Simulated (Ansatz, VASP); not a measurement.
## C: VASP beside Ansatz

```xyz
17
Lattice="2.4665 -4.2721 0.0000 -2.4665 -4.2721 0.0000 0.0000 -2.8481 -8.5757" Properties=species:S:1:pos:R:3 pbc="T T T"
C     0.0000   -4.2722   -2.4348
C     1.2332   -6.4081   -2.4348
C    -1.2332   -6.4081   -2.4348
C     0.0000   -8.5443   -2.4942
C     0.0000   -7.1201   -2.5067
C    -1.2331   -4.9842   -2.5067
C     1.2331   -4.9842   -2.5067
C     0.0000   -2.8481   -2.3096
C     0.0000   -4.2723   -6.0689
C     1.2331   -6.4081   -6.0689
C    -1.2331   -6.4081   -6.0689
C     0.0000   -8.5443   -6.2660
C     0.0000   -7.1201   -6.1408
C    -1.2332   -4.9842   -6.1408
C     1.2332   -4.9842   -6.1408
C     0.0000   -2.8481   -6.0815
C     0.0000   -5.6962   -4.2878
```

Alike in both runs: functional PBE; k mesh 1 × 1 × 1; occupations gaussian, width 0.1 eV; no spin polarisation.

Ansatz relaxed the structure, and its values are those at the end. VASP's run is a single point on that final structure, the one shown.

|  | VASP | Ansatz |
| --- | --- | --- |
| version | VASP 6.6.1 | Ansatz 0.2.0 |
| potentials or method | VASP PAW PBE potentials, release 64 (C), cutoff 520 eV | scalar-relativistic, plane waves, PAW |
| valence electrons in the cell | 68 | 68 |

```tsv
	VASP	Ansatz	Ansatz less VASP
gap on the k mesh at the Fermi level (eV)	1.21	1.21	0.000
least direct gap on the mesh (eV)	1.21	1.21	0.000
rms of the force components (eV/Å)	0.008	0.009	+0.0009
```
